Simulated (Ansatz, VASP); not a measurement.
LiF in VASP and in Ansatz

INCAR

```
ALGO = Normal
EDIFF = 1E-6
ENCUT = 520
GGA = PE
ISIF = 2
ISMEAR = 0
LASPH = T
LCHARG = F
LREAL = F
LWAVE = F
NBANDS = 12
NELM = 60
PREC = Accurate
SIGMA = 0.05
```

The input KPOINTS:

```
k-points
0
Gamma
  10 10 10
```

Contents of POSCAR:

```
LiF
1.0
    0.0000000000      1.8528800000      2.0945600000
    1.8528800000      0.0000000000      2.0945600000
    1.8528800000      1.8528800000      0.0000000000
Li F
1 1
Direct
    0.0000000000      0.0000000000      0.0000000000
    0.5000000000      0.5000000000      0.5000000000
```

Input for Ansatz:

```yaml
crystal:
  lattice:
    - [0.0, 1.85288, 2.09456]
    - [1.85288, 0.0, 2.09456]
    - [1.85288, 1.85288, 0.0]
  atoms:
    - { symbol: Li, position: [0.0, 0.0, 0.0] }
    - { symbol: F, position: [0.5, 0.5, 0.5] }
basis:
  ecutwfc: 420
kpoints:
  mp_grid: { grid: [10, 10, 10] }
hamiltonian:
  xc: pbe
scf:
  occupations: { method: gaussian, width: 0.05 }
output:
  forces: true
  stress: true
  eigenvalues: true
```

Change from the starting cell: strain -0.080 along x and y, +0.040 along z, atoms carried along.

Alike in both runs: task single point; functional PBE; k mesh 10 × 10 × 10; occupations gaussian, width 0.05 eV; no spin polarisation.

|  | VASP | Ansatz |
| --- | --- | --- |
| version | VASP 6.6.1 | Ansatz 0.2.0 |
| potentials or method | VASP PAW PBE potentials, release 64 (Li_sv, F), cutoff 520 eV | scalar-relativistic, plane waves, PAW |
| valence electrons in the cell | 10 | 10 |

```csv
,VASP,Ansatz,Ansatz less VASP
gap on the k mesh at the Fermi level (eV),10.11,10.11,+0.001
least direct gap on the mesh (eV),10.11,10.11,+0.001
```

With one functional, cell and mesh, what is left measures potentials, basis and numerics.

Noted on VASP's run: the cutoff is short for stress, so the pressure is rough.
